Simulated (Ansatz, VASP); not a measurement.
**PbF2: VASP beside Ansatz**

The input INCAR:

```
ALGO = Normal
EDIFF = 1E-7
ENCUT = 520
GGA = PE
ISIF = 2
ISMEAR = 0
LASPH = T
LCHARG = F
LREAL = F
LWAVE = F
NBANDS = 21
NELM = 100
PREC = Accurate
SIGMA = 0.02
```

File KPOINTS:

```
k-points
0
Gamma
  8 8 8
```

POSCAR

```
PbF2
1.0
    0.0000000000      3.0296732857      3.0296732857
    3.0296732857      0.0000000000      3.0296732857
    3.0296732857      3.0296732857      0.0000000000
Pb F
1 2
Direct
    0.0000000000      0.0000000000      0.0000000000
    0.2500000000      0.2500000000      0.2500000000
    0.7500000000      0.7500000000      0.7500000000
```

Input for Ansatz:

```yaml
crystal:
  lattice:
    - [0.0, 3.0296732857, 3.0296732857]
    - [3.0296732857, 0.0, 3.0296732857]
    - [3.0296732857, 3.0296732857, 0.0]
  atoms:
    - { symbol: Pb, position: [0.0, 0.0, 0.0] }
    - { symbol: F, position: [0.25, 0.25, 0.25] }
    - { symbol: F, position: [0.75, 0.75, 0.75] }
basis:
  ecutwfc: 420
kpoints:
  mp_grid: { grid: [8, 8, 8] }
hamiltonian:
  xc: pbe
scf:
  occupations: { method: gaussian, width: 0.02 }
output:
  forces: true
  stress: true
  eigenvalues: true
```

Alike in both runs: task single point; functional PBE; k mesh 8 × 8 × 8; occupations gaussian, width 0.02 eV; no spin polarisation.

```csv
,VASP,Ansatz
version,VASP 6.6.1,Ansatz 0.2.0
potentials or method,"VASP PAW PBE potentials, release 64 (Pb_d, F), cutoff 520 eV","scalar-relativistic, plane waves, PAW"
valence electrons in the cell,28,28
```

|  | VASP | Ansatz | Ansatz less VASP |
| --- | --- | --- | --- |
| gap on the k mesh at the Fermi level (eV) | 4.40 | 4.41 | +0.006 |
| least direct gap on the mesh (eV) | 4.55 | 4.56 | +0.003 |
| pressure (GPa) | -2.0 | -1.8 | +0.21 |

With one functional, cell and mesh, what is left measures potentials, basis and numerics.

Spin-orbit coupling is off throughout.
